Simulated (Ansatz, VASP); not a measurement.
One calculation of BN, two programs

The input POSCAR:

```
BN
1.0
    0.0000000000      1.7458259350      1.7458259350
    1.7458259350      0.0000000000      1.7458259350
    1.7458259350      1.7458259350      0.0000000000
B N
1 1
Direct
    0.0000000000      0.0000000000      0.0000000000
    0.5000000000      0.5000000000      0.5000000000
```

Contents of INCAR.step1:

```
SYSTEM = BN
PREC     = Accurate       ! precision mode
ENCUT    = 520            ! plane-wave cutoff, eV
ISMEAR   = 0              ! smearing method
SIGMA    = 0.01           ! smearing width, eV
LREAL    = .FALSE.        ! projectors in reciprocal space
LASPH    = .TRUE.         ! aspherical terms in the spheres
NELM     = 80             ! most SCF steps
NBANDS   = 11             ! bands
GGA      = PE             ! functional
ALGO     = Normal         ! electronic algorithm
EDIFF    = 1E-4           ! SCF threshold, eV
LWAVE    = .TRUE.         ! write WAVECAR
LCHARG   = .FALSE.        ! write CHGCAR
```

Contents of INCAR.step2:

```
SYSTEM = BN
PREC     = Accurate       ! precision mode
ENCUT    = 520            ! plane-wave cutoff, eV
EDIFF    = 1E-6           ! SCF threshold, eV
ISMEAR   = 0              ! smearing method
SIGMA    = 0.01           ! smearing width, eV
LREAL    = .FALSE.        ! projectors in reciprocal space
LASPH    = .TRUE.         ! aspherical terms in the spheres
NELM     = 80             ! most SCF steps
ALGO     = Normal         ! electronic algorithm
ISIF     = 2              ! what is computed and relaxed
LWAVE    = .FALSE.        ! write WAVECAR
LCHARG   = .TRUE.         ! write CHGCAR
METAGGA  = R2SCAN         ! meta-GGA
LMIXTAU  = .TRUE.       
LELF     = .TRUE.         ! ELF
LVHAR    = .TRUE.       
NBANDS   = 11             ! bands
ISTART   = 1
```

KPOINTS

```
Automatic mesh
0
G
  8 8 8
  0 0 0
```

Input for Ansatz:

```yaml
crystal:
  lattice:
    - [0.0, 1.745825935, 1.745825935]
    - [1.745825935, 0.0, 1.745825935]
    - [1.745825935, 1.745825935, 0.0]
  atoms:
    - { symbol: B, position: [0.0, 0.0, 0.0] }
    - { symbol: "N", position: [0.5, 0.5, 0.5] }
kpoints:
  mp_grid: { grid: [8, 8, 8] }
hamiltonian:
  xc: r2scan
scf:
  occupations: { method: fixed }
  n_extra_bands: 4
output:
  forces: true
  stress: true
  eigenvalues: true
basis:
  xc_grid: 3
```

Alike in both runs: task single point; functional r2SCAN; k mesh 8 × 8 × 8; no spin polarisation.

```csv
,VASP,Ansatz
version,VASP 6.6.1,Ansatz 0.2.0
potentials or method,"VASP PAW PBE potentials, release 64 (B, N)",plane waves
plane-wave cutoff (eV),520,500
occupations,"gaussian, width 0.01 eV",fixed
valence electrons in the cell,8,8
```

Ansatz gave:

| Quantity | Value |
| --- | --- |
| gap on the k mesh at the Fermi level (eV) | 1.49 |
| pressure (GPa) | 0.0 |

What did VASP give for the same quantities?

gap on the k mesh at the Fermi level (eV): 1.48; pressure (GPa): 0.4.

VASP's potentials were made for PBE, not for r2SCAN.
